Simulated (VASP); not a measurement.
Input of a VASP 6.6.1 run:

Contents of INCAR:

```
PREC     = Accurate       # precision mode
ENCUT    = 520            # plane-wave cutoff, eV
EDIFF    = 1E-6           # SCF threshold, eV
ISMEAR   = -1             # smearing method
SIGMA    = 0.02           # smearing width, eV
LREAL    = False          # projectors in reciprocal space
LASPH    = True           # aspherical terms in the spheres
NELM     = 100            # most SCF steps
ALGO     = Normal         # electronic algorithm
ISIF     = 2              # what is computed and relaxed
LWAVE    = False          # write WAVECAR
LCHARG   = True           # write CHGCAR
GGA      = CA             # functional
LELF     = True           # ELF
LVHAR    = True         
NBANDS   = 15             # bands
```

KPOINTS

```
regular mesh
0
Gamma
  9 9 8
```

POSCAR

```
TaN
1.0
    2.9380000000      0.0000000000      0.0000000000
   -1.4690000000      2.5443826363      0.0000000000
    0.0000000000      0.0000000000      2.8830000000
Ta N
1 1
Direct
    0.4444445758      0.5555555913      0.5000000000
   -0.1111112603      0.1111110397      0.0000000000
```

Potentials or basis: VASP PAW LDA potentials, release 64 (Ta_pv, N).

Command:

```console
$ cat potpaw_LDA.64/Ta_pv/POTCAR potpaw_LDA.64/N/POTCAR > POTCAR
$ mpirun -np 1 vasp_std > vasp.out
```

(1) Predict the largest force.

(2) What does it give for the pressure?

## Answers

(1) 2.917 eV/Å.

(2) 17.0 GPa.

Caveat: forces of over 1 eV/Å act on the atoms, so gaps and moduli don't describe the material at rest.
